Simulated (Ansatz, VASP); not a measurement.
## Two plane-wave programs on Cu

Contents of INCAR:

```
SYSTEM = Cu
PREC = Accurate ; ENCUT = 700
EDIFF = 1E-6 ; ISMEAR = -1
SIGMA = 0.05 ; LREAL = .FALSE.
LASPH = .TRUE. ; NELM = 120
ALGO = Normal ; ISIF = 2
LWAVE = .FALSE. ; LCHARG = .TRUE.
GGA = PS ; LELF = .TRUE.
LVHAR = .TRUE. ; NBANDS = 26
GGA_COMPAT = .FALSE.
```

The input KPOINTS:

```
regular mesh
0
G
  11 11 11
  0 0 0
```

File POSCAR:

```
Cu
1.0
    1.2102858349     -3.9496901055      0.0000000000
    1.2102858349      3.9496901055      0.0000000000
    0.0000000000      0.0000000000      2.4588809590
Cu
2
Direct
    0.8661333500      0.1338666500      0.7500000000
    0.1338666500      0.8661333500      0.2500000000
```

File input.yaml:

```yaml
crystal:
  lattice:
    - [1.2102858349, -3.9496901055, 0.0]
    - [1.2102858349, 3.9496901055, 0.0]
    - [0.0, 0.0, 2.458880959]
  atoms:
    - { symbol: Cu, position: [0.86613335, 0.13386665, 0.75] }
    - { symbol: Cu, position: [0.13386665, 0.86613335, 0.25] }
hamiltonian:
  xc: pbesol
  pseudopotentials: { kind: paw }
kpoints:
  mp_grid: { grid: [11, 11, 11] }
scf:
  occupations: { method: fermi_dirac, width: 0.05 }
output:
  forces: true
  stress: true
  eigenvalues: true
  write_density: true
  write_potential: true
  elf: true
  volumetric_format: npy
```

Alike in both runs: task single point; functional PBEsol; k mesh 11 × 11 × 11; occupations fermi-dirac, width 0.05 eV; no spin polarisation.

```csv
,VASP,Ansatz
version,VASP 6.6.1,Ansatz 0.2.0
potentials or method,"VASP PAW PBE potentials, release 64 (Cu_sv_GW)",Ansatz PAW
plane-wave cutoff (eV),700,420
valence electrons in the cell,38,38
```

VASP gave:

```
gap on the k mesh at the Fermi level (eV)                     : none
pressure (GPa)                                                : -3.2
traceless stress, the component that is largest in VASP (GPa) : -0.62
rms of the force components (eV/Å)                            : 0.011
```

Q: Estimate Ansatz's values.

A: gap on the k mesh at the Fermi level (eV): none; pressure (GPa): 1.6; traceless stress, the component that is largest in VASP (GPa): -0.60; rms of the force components (eV/Å): 0.013.

VASP's potentials were made for PBE, not for PBEsol. Atom by atom the forces differ by 0.002 eV/Å (rms over components). A gap of «none» marks a metal or a gap that the smearing closes. One of these differences is far larger than is usual between the two programs; its cause wasn't traced. The functional is the same, so the differences come from potentials, cutoffs and numerics.
